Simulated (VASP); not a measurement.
Input of a VASP 6.6.1 run:

Contents of INCAR:

```
SYSTEM = Ti
PREC = Accurate
ENCUT = 400
EDIFF = 1E-6
ISMEAR = 0
SIGMA = 0.1
LREAL = .False.
LASPH = .True.
NELM = 120
ALGO = Normal
ISIF = 2
LWAVE = .False.
LCHARG = .False.
GGA = PS
NBANDS = 45
GGA_COMPAT = .False.
NELMDL = -8
```

Contents of KPOINTS:

```
Automatic mesh
0
Gamma
  12 12 1
  0 0 0
```

Contents of POSCAR:

```
Ti
1.0
    2.9004352004      0.0000000000      0.0000000000
   -1.4502176002      2.5118505656      0.0000000000
    0.0000000000      0.0000000000     19.4774761173
Ti
6
Direct
    0.6666666667      0.3333333333      0.2053654167
    0.3333333333      0.6666666667      0.3232192500
    0.6666666667      0.3333333333      0.4410730833
    0.3333333333      0.6666666667      0.5589269167
    0.6666666667      0.3333333333      0.6767807500
    0.3333333333      0.6666666667      0.7946345833
```

Potentials or basis: VASP PAW PBE potentials, release 64 (Ti_sv).

Command:

```sh
$ cat potpaw_PBE.64/Ti_sv/POTCAR > POTCAR
$ mpirun -np 1 vasp_std > vasp.out
```

Q: What does it give for the largest force?

A: 0.640 eV/Å.

Q: Estimate the band gap on the k mesh.

A: Zero (band 36 reaches 5.61 eV, above the bottom of band 37 at 4.62 eV).

Forces on the atoms (eV/Å):
```
Ti   0.000  0.000  0.561
Ti   0.000  0.000 -0.640
Ti   0.000  0.000  0.072
Ti   0.000  0.000 -0.072
Ti   0.000  0.000  0.640
Ti   0.000  0.000 -0.561
```

Caveat: the PAW data sets were made with another functional, which shifts forces and pressure a little.
